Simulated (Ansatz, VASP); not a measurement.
P in VASP and in Ansatz

```
P
1.0
     0.00000    2.31448    2.31448
     2.31448    0.00000    2.31448
     2.31448    2.31448    0.00000
P
2
Direct
  0.87500 0.87500 0.87500
  0.12500 0.12500 0.12500
```

Change from the starting cell: volume scaled by 0.6, norm-conserving files.

Alike in both runs: task single point; functional PBE; k mesh 12 × 12 × 12; occupations fermi-dirac, width 0.1 eV; no spin polarisation.

|  | VASP | Ansatz |
| --- | --- | --- |
| version | VASP 6.6.1 | Ansatz 0.2.0 |
| potentials or method | VASP PAW PBE potentials, release 64 (P) | scalar-relativistic |
| plane-wave cutoff (eV) | 500 | 599 |
| valence electrons in the cell | 10 | 10 |

```csv
,VASP,Ansatz,Ansatz less VASP
pressure (GPa),68.5,69.5,+0.99
```

Both programs put the cell under a high pressure, so it lies far from rest at this level.

Noted on VASP's run: the cell as given lies far from equilibrium.
